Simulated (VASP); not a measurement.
Input of a VASP 6.6.1 run:

INCAR

```
ALGO = Normal
EDIFF = 1E-6
ENCUT = 520
GGA = PE
ISIF = 2
ISMEAR = -1
LASPH = T
LCHARG = F
LREAL = F
LWAVE = F
NBANDS = 12
NELM = 80
PREC = Accurate
SIGMA = 0.05
```

Contents of KPOINTS:

```
k-points
0
Gamma
  11 11 11
```

The input POSCAR:

```
Nb
1.0
    0.0000000000      2.1428321391      2.1428321391
    2.1428321391      0.0000000000      2.1428321391
    2.1428321391      2.1428321391      0.0000000000
Nb
1
Direct
    0.0000000000      0.0000000000      0.0000000000
```

Potentials or basis: VASP PAW PBE potentials, release 64 (Nb_sv).

Command:

```sh
$ cat potpaw_PBE.64/Nb_sv/POTCAR > POTCAR
$ mpirun -np 1 vasp_std > vasp.out
```

(1) Predict the pressure.

Answers

(1) -7.8 GPa.
